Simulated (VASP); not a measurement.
# LiBPt (P-6m2) in VASP: notebook, part 2 of 2

VASP 6.6.1. The steps go on from the part before.

**3. Single point, PBE**

This run uses another cell than the first one, of 13.99 Å³/atom.

INCAR

```
SYSTEM = LiBPt
PREC = Accurate
ENCUT = 520
EDIFF = 1E-6
ISMEAR = 0
SIGMA = 0.1
LREAL = .False.
LASPH = .True.
NELM = 100
ALGO = Fast
ISIF = 2
LWAVE = .False.
LCHARG = .False.
GGA = PE
NBANDS = 15
```

KPOINTS

```
Automatic mesh
0
Gamma
  18 18 12
  0 0 0
```

POSCAR

```
LiBPt
1.0
    3.5125278742      0.0000000000      0.0000000000
   -1.7562639371      3.0419383705      0.0000000000
    0.0000000000      0.0000000000      3.9269717443
Li B Pt
1 1 1
Direct
    0.0000000000      0.0000000000      0.0000000000
    0.3333333333      0.6666666667      0.5000000000
    0.6666666667      0.3333333333      0.5000000000
```

Potentials or basis: VASP PAW PBE potentials, release 64 (Li_sv, B, Pt).

The run is started by

```sh
$ cat potpaw_PBE.64/Li_sv/POTCAR potpaw_PBE.64/B/POTCAR potpaw_PBE.64/Pt/POTCAR > POTCAR
$ mpirun -np 1 vasp_std > vasp.out
```

OUTCAR:

```text
SYSTEM = LiBPt
   PREC = Accurate
   ENCUT = 520
   EDIFF = 1E-6
   ISMEAR = 0
   LREAL = .False.
   LASPH = .True.
   NELM = 100
   ISIF = 2
   GGA = PE

 ion  position               nearest neighbor table
   1  0.000  0.000  0.000-   3 2.82   3 2.82   3 2.82   3 2.82   3 2.82   3 2.82
   2  0.333  0.667  0.500-   3 2.03   3 2.03   3 2.03
   3  0.667  0.333  0.500-   2 2.03   2 2.03   2 2.03   1 2.82   1 2.82   1 2.82   1 2.82   1 2.82
                             1 2.82

  LATTYP: Found a hexagonal cell.
 ALAT       =     3.5125278742
 C/A-ratio  =     1.1179902011

  Lattice vectors:

 A1 = (   3.5125278742,   0.0000000000,   0.0000000000)
 A2 = (  -1.7562639371,   3.0419383705,   0.0000000000)
 A3 = (   0.0000000000,   0.0000000000,   3.9269717443)

Analysis of symmetry for initial positions (statically):
=====================================================================
 Subroutine PRICEL returns:
 Original cell was already a primitive cell.

 Routine SETGRP: Setting up the symmetry group for a
 hexagonal supercell.

 Subroutine GETGRP returns: Found 12 space group operations
 (whereof 12 operations were pure point group operations)
 out of a pool of 24 trial point group operations.

The static configuration has the point symmetry D_3h.

Analysis of symmetry for dynamics (positions and initial velocities):
=====================================================================
 Subroutine PRICEL returns:
 Original cell was already a primitive cell.

 Routine SETGRP: Setting up the symmetry group for a
 hexagonal supercell.

 Subroutine GETGRP returns: Found 12 space group operations
 (whereof 12 operations were pure point group operations)
 out of a pool of 24 trial point group operations.

The dynamic configuration has the point symmetry D_3h.

 Subroutine INISYM returns: Found 12 space group operations
 (whereof 12 operations are pure point group operations),
 and found     1 'primitive' translations

[... 130 lines left out ...]
  energy-cutoff  :      520.00
  volume of cell :       41.96
 maximum number of plane-waves:      1152
 NGX is ok and might be reduce to    28
   NGX = 13   NGY = 13   NGZ = 15

 number of electron      15.9999996 magnetization

 Free energy of the ion-electron system (eV)
  ---------------------------------------------------
  ext. energy  EPLUGINS =         0.00000000
  ---------------------------------------------------
  free energy    TOTEN  =       -15.62236145 eV

  energy without entropy =      -15.61788199  energy(sigma->0) =      -15.62012172

 E-fermi :   5.3948     XC(G=0): -10.3074

 val. band max:        5.3946667173   @ k =   0.3889   0.1111   0.5000
 cond. band min:       5.3973796427   @ k =   0.1667   0.0000   0.0833
 fundamental gap:      0.0027129254
 Fermi energy:         5.3947525132

 k-point     1 :       0.0000    0.0000    0.0000
  band No.  band energies     occupation
      1     -40.4998      2.00000
      2      -4.9810      2.00000
      3      -0.9497      2.00000
      4      -0.9497      2.00000
      5       1.1335      2.00000
      6       2.3463      2.00000
      7       2.3463      2.00000
      8       4.3865      2.00000
      9      11.5553      0.00000
     10      11.5553      0.00000
     11      11.6530      0.00000
     12      12.6884      0.00000
     13      14.6578      0.00000
     14      14.6578      0.00000
[... 401 lines left out ...]
      2      -3.0345      2.00000
      3      -0.1433      2.00000
      4       0.7338      2.00000
      5       1.2627      2.00000
      6       1.5504      2.00000
      7       2.0032      2.00000
      8       2.6968      2.00000
      9       5.9710      0.00000
     10       8.4206      0.00000
     11      11.7788      0.00000
     12      12.6529      0.00000
     13      14.1398      0.00000
     14      14.5050      0.00000
     15      15.4513      0.00000

 [... further k-points ...]

------------------------ aborting loop because EDIFF is reached ----------------------------------------

  FORCE on cell =-STRESS in cart. coord.  units (eV):
  Direction    XX          YY          ZZ          XY          YZ          ZX
  --------------------------------------------------------------------------------------
  -------------------------------------------------------------------------------------
  Total        0.0469859      0.0469859     -0.0424844      0.0000000      0.0000000     -0.0000000
  in kB        1.7941131      1.7941131     -1.6222282      0.0000000      0.0000000     -0.0000000
  external PRESSURE =       0.6553327 kB  Pullay stress =       0.0000000 kB

 VOLUME and BASIS-vectors are now :
 -----------------------------------------------------------------------------
  energy-cutoff  :      520.00
  volume of cell :       41.96
      direct lattice vectors                 reciprocal lattice vectors
     3.512527874  0.000000000  0.000000000     0.284695250  0.164368879  0.000000000
    -1.756263937  3.041938371  0.000000000     0.000000000  0.328737758  0.000000000
     0.000000000  0.000000000  3.926971744     0.000000000  0.000000000  0.254649146

 POSITION                                       TOTAL-FORCE (eV/Angst)
 -----------------------------------------------------------------------------------
      0.00000      0.00000      0.00000        -0.000000      0.000000      0.000000
     -0.00000      2.02796      1.96349         0.000000      0.000000      0.000000
      1.75626      1.01398      1.96349        -0.000000      0.000000      0.000000
 -----------------------------------------------------------------------------------
    total drift:                                0.000000     -0.000000      0.000000

  FREE ENERGIE OF THE ION-ELECTRON SYSTEM (eV)
  ---------------------------------------------------
  free  energy   TOTEN  =       -15.6223614531 eV

  energy  without entropy=      -15.6178819865  energy(sigma->0) =      -15.62012172
```

OSZICAR:

```text
N       E                     dE             d eps       ncg     rms          rms(c)
DAV:   1     0.588975832629E+02    0.58898E+02   -0.67199E+03  7770   0.101E+03
DAV:   2    -0.148358587558E+02   -0.73733E+02   -0.66564E+02 10101   0.199E+02
DAV:   3    -0.172221622571E+02   -0.23863E+01   -0.23654E+01 11007   0.325E+01
DAV:   4    -0.172754125871E+02   -0.53250E-01   -0.53231E-01  9964   0.492E+00
DAV:   5    -0.172761683078E+02   -0.75572E-03   -0.75571E-03 10590   0.513E-01    0.139E+01
RMM:   6    -0.158693365266E+02    0.14068E+01   -0.48191E+00  7938   0.131E+01    0.334E+00
RMM:   7    -0.156477243571E+02    0.22161E+00   -0.32097E-01  8484   0.377E+00    0.184E+00
RMM:   8    -0.156264608897E+02    0.21263E-01   -0.33051E-02 10222   0.124E+00    0.760E-01
RMM:   9    -0.156221697869E+02    0.42911E-02   -0.14545E-02 11195   0.875E-01    0.150E-01
RMM:  10    -0.156221660329E+02    0.37539E-05   -0.28520E-03 11571   0.382E-01    0.646E-02
RMM:  11    -0.156222921466E+02   -0.12611E-03   -0.12809E-03 12084   0.232E-01    0.533E-02
RMM:  12    -0.156223219714E+02   -0.29825E-04   -0.48151E-04 12155   0.135E-01    0.123E-02
RMM:  13    -0.156223444352E+02   -0.22464E-04   -0.19630E-04 11791   0.819E-02    0.968E-03
RMM:  14    -0.156223551628E+02   -0.10728E-04   -0.75521E-05 11808   0.484E-02    0.378E-03
RMM:  15    -0.156223593162E+02   -0.41534E-05   -0.29557E-05 10285   0.296E-02    0.135E-03
RMM:  16    -0.156223608780E+02   -0.15618E-05   -0.11047E-05  9013   0.184E-02    0.171E-03
RMM:  17    -0.156223614531E+02   -0.57507E-06   -0.41209E-06  7993   0.119E-02
   1 F= -.15622361E+02 E0= -.15620122E+02  d E =-.447947E-02
```

Wall time 6.9 min (1 thread of Intel Xeon 8259CL, shared host); peak memory 0.27 GiB.

Results:

- Free energy: -15.6224 eV
- Band gap on the k mesh: zero (bands 8 and 9 overlap by 2.20 eV)

Levels at points of the mesh, in eV from the Fermi level:
| k point | band 4 | band 5 | band 6 | band 7 | band 8 | band 9 | band 10 | band 11 | band 12 | band 13 |
| --- | --- | --- | --- | --- | --- | --- | --- | --- | --- | --- |
| (0.00, 0.00, 0.00) | -6.34 | -4.26 | -3.05 | -3.05 | -1.01 | 6.16 | 6.16 | 6.26 | 7.29 | 9.26 |
| (0.50, 0.00, 0.00) | -4.73 | -4.30 | -3.82 | -3.27 | -2.97 | 0.81 | 2.91 | 6.33 | 7.16 | 8.78 |
| (0.00, 0.00, 0.50) | -6.29 | -3.69 | -3.25 | -3.25 | -2.55 | 6.41 | 6.52 | 6.62 | 6.62 | 9.60 |
| (0.50, 0.00, 0.50) | -4.99 | -4.28 | -3.58 | -3.05 | -1.65 | -0.16 | 1.36 | 3.71 | 8.13 | 9.11 |

Caveat: the cutoff is under 1.25 times the usual one of these potentials, so pressure, stress and relaxed cells hold a basis-set (Pulay) error; spin-orbit coupling is left out, which moves the levels of the heavy elements.

**4. Relaxation of cell and atoms, PBE**

This run uses another cell than the first one, of 14.17 Å³/atom.

INCAR

```
ALGO = Fast
EDIFF = 1E-6
EDIFFG = -0.01
ENCUT = 600
GGA = PE
IBRION = 2
ISIF = 3
ISMEAR = 0
LASPH = T
LCHARG = F
LREAL = F
LWAVE = F
NELM = 60
NSW = 100
PREC = Accurate
SIGMA = 0.1
```

KPOINTS

```
k-points
0
Gamma
  18 18 12
```

POSCAR

```
LiBPt
1.0
    3.4948513775      0.0000000000      0.0000000000
   -1.7474256888      3.0266300754      0.0000000000
    0.0000000000      0.0000000000      4.0177821647
Li B Pt
1 1 1
Direct
    0.0000000000      0.0000000000      0.0000000000
    0.3333333333      0.6666666667      0.5000000000
    0.6666666667      0.3333333333      0.5000000000
```

The run is started by

```sh
$ cat potpaw_PBE.64/Li_sv/POTCAR potpaw_PBE.64/B/POTCAR potpaw_PBE.64/Pt/POTCAR > POTCAR
$ mpirun -np 1 vasp_std > vasp.out
```

Wall time 16 min (1 thread of Intel Xeon 8259CL, shared host); peak memory 0.31 GiB.

Results (log left out):

- Free energy: -15.6230 eV
- Relaxed volume: 13.97 Å³/atom
- Relaxed cell: a = 3.514 Å, b = 3.514 Å, c = 3.921 Å, α = 90.00°, β = 90.00°, γ = 120.00°
- Space group after relaxing (to 0.1 Å): P-6m2 (No. 187)
- Energy gained by relaxing: 1.9 meV/atom
- Ionic steps: 5
- Pressure after relaxing: 0.0 GPa
- Band gap on the k mesh: zero (bands 8 and 9 overlap by 2.21 eV)

Stress tensor (GPa, compression positive):
```
 0.10  0.00  0.00
 0.00  0.10  0.00
 0.00  0.00 -0.11
```

Step by step:
| step | energy change (eV) | largest force (eV/Å) | pressure (GPa) | volume (Å³) |
| --- | --- | --- | --- | --- |
| 1 | 0.0000 | 0.0000 | 0.75 | 42.50 |
| 2 | -0.0019 | 0.0000 | -1.16 | 42.90 |
| 3 | -0.0024 | 0.0000 | -0.60 | 42.78 |
| 4 | -0.0038 | 0.0000 | -0.45 | 42.56 |
| 5 | -0.0057 | 0.0000 | 0.03 | 41.92 |

Final structure:
```cif
data_structure
_symmetry_space_group_name_H-M 'P 1'
_symmetry_Int_Tables_number 1
_cell_length_a 3.5137
_cell_length_b 3.5137
_cell_length_c 3.9209
_cell_angle_alpha 90.000
_cell_angle_beta 90.000
_cell_angle_gamma 120.000
_cell_volume 41.92
loop_
_atom_site_label
_atom_site_type_symbol
_atom_site_fract_x
_atom_site_fract_y
_atom_site_fract_z
_atom_site_occupancy
Li1 Li 0.00000 0.00000 0.00000 1
B1 B 0.33333 0.66667 0.50000 1
Pt1 Pt 0.66667 0.33333 0.50000 1
```

Levels at points of the mesh, in eV from the Fermi level:
```tsv
k point	band 6	band 7	band 8	band 9	band 10	band 11
(0.00, 0.00, 0.00)	-3.05	-3.05	-0.99	6.15	6.15	6.26
(0.50, 0.00, 0.00)	-3.82	-3.27	-2.97	0.80	2.92	6.35
(0.00, 0.00, 0.50)	-3.26	-3.26	-2.54	6.41	6.53	6.61
(0.50, 0.00, 0.50)	-3.58	-3.04	-1.64	-0.16	1.36	3.71
```

Caveat: the cutoff is under 1.25 times the usual one of these potentials, so pressure, stress and relaxed cells hold a basis-set (Pulay) error; spin-orbit coupling is left out, which moves the levels of the heavy elements.

**5. Summary**

| task | cell | k mesh | cutoff (eV) | gap on the mesh (eV) |
| --- | --- | --- | --- | --- |
| single point | a = 3.472, b = 3.472, c = 3.560 Å, angles 90.0, 90.0, 120.0°, 3 atoms | 6 × 6 × 6 | 520 | none |
| single point | a = 3.513, b = 3.513, c = 3.927 Å, angles 90.0, 90.0, 120.0°, 3 atoms | 18 × 18 × 12 | 520 | none |
| relaxation of cell and atoms | relaxed from a = 3.495, b = 3.495, c = 4.018 Å, angles 90.0, 90.0, 120.0°, 3 atoms | 18 × 18 × 12 | 600 | none |

Alike in all rows: level PBE; potentials or basis VASP PAW PBE potentials, release 64 (Li_sv, B, Pt); no spin polarisation; smearing gaussian 0.1 eV.

Caveats: the cutoff is under 1.25 times the usual one of these potentials, so pressure, stress and relaxed cells hold a basis-set (Pulay) error; spin-orbit coupling is left out, which moves the levels of the heavy elements.

Absolute energies hang on the potentials; compare differences alone.
